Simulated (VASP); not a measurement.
The system is B5P.

```
CELL_PARAMETERS angstrom
0.00000 3.20271 3.20271
3.20271 0.00000 3.20271
3.20271 3.20271 0.00000
ATOMIC_POSITIONS crystal
B 0.25000 0.25000 0.25000
B 0.12500 0.62500 0.62500
B 0.62500 0.62500 0.62500
B 0.62500 0.12500 0.62500
B 0.62500 0.62500 0.12500
P 0.00000 0.00000 0.00000
```

The cell was built from a structure type or drawn by symmetry, and may not be a known phase.

```yaml
Program: VASP 6.6.1
Task: relaxation of cell and atoms
Functional: PBE
Potentials_or_basis: VASP PAW PBE potentials, release 64 (B, P)
Cutoff: 500 eV
k_mesh: 4 × 4 × 4
Occupations: gaussian, width 0.2 eV
Spin: no spin polarisation
```

At the start: pressure -30.1 GPa; volume 10.95 Å³/atom.

Where does the relaxation end?

Over 7 steps the energy falls by 493.2 meV/atom and the volume is 7.35 Å³/atom (-32.8 %); space group F-43m (No. 216, to 0.1 Å) before and after.

The path:
```csv
step,energy change (eV),largest force (eV/Å),pressure (GPa),volume (Å³)
1,0.0000,0.0804,-30.08,65.70
2,-2.7247,0.5747,-12.87,48.03
3,-2.9072,0.5976,-1.87,44.32
4,-2.9104,0.5993,0.37,43.73
5,-2.9541,0.1234,1.79,43.50
6,-2.9553,0.0232,2.16,43.46
7,-2.9591,0.0075,-0.39,44.12
```

Final structure:
```xyz
6
Lattice="0.0000 2.8047 2.8047 2.8047 0.0000 2.8047 2.8047 2.8047 0.0000" Properties=species:S:1:pos:R:3 pbc="T T T"
B     1.4023    1.4023    1.4023
B     3.4804    2.1290    2.1290
B     3.4804    3.4804    3.4804
B     2.1290    3.4804    2.1290
B     2.1290    2.1290    3.4804
P     5.6094    2.8047    2.8047
```

Caveat: the k points lie up to 0.49 Å⁻¹ apart in the final cell; the volume moved by over 15 % at a fixed basis, so the end points are rough; the highest band is partly filled, so the run has too few bands.
